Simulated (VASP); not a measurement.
As, 1 atom in the cell. It takes space group Pm-3m (No. 221, cubic). The conventional cell has a = 2.704 Å, b = 2.704 Å, c = 2.704 Å, α = 90.00°, β = 90.00°, γ = 90.00°. As (site symmetry m-3m) has 6 As at 2.70 Å within 3.6 Å. 

| Quantity | Value |
| --- | --- |
| Program | VASP 6.6.1 |
| Task | single point |
| Functional | PBEsol |
| Dispersion | D3(BJ) |
| Potentials or basis | VASP PAW PBE potentials, release 64 (As) |
| Cutoff | 520 eV |
| k mesh | 10 × 10 × 10 |
| Occupations | fermi-dirac, width 0.05 eV |
| Spin | no spin polarisation |
| Dipole correction | no |
| Further INCAR settings | ALGO = Normal; EDIFF = 1e-06; NBANDS = 8 |

Potentials or basis: VASP PAW PBE potentials, release 64 (As).

Launch:

```bash
$ cat potpaw_PBE.64/As/POTCAR > POTCAR
$ mpirun -np 1 vasp_std > vasp.out
```

Hardware: 1 thread of AMD EPYC 7R13, on a shared host.

Question: Estimate the wall time of this run.

Answer: It took 8.1 s on 1 thread of AMD EPYC 7R13, on a shared host, peak memory 0.1 GiB. Counts: scf iterations 9, k points 56.
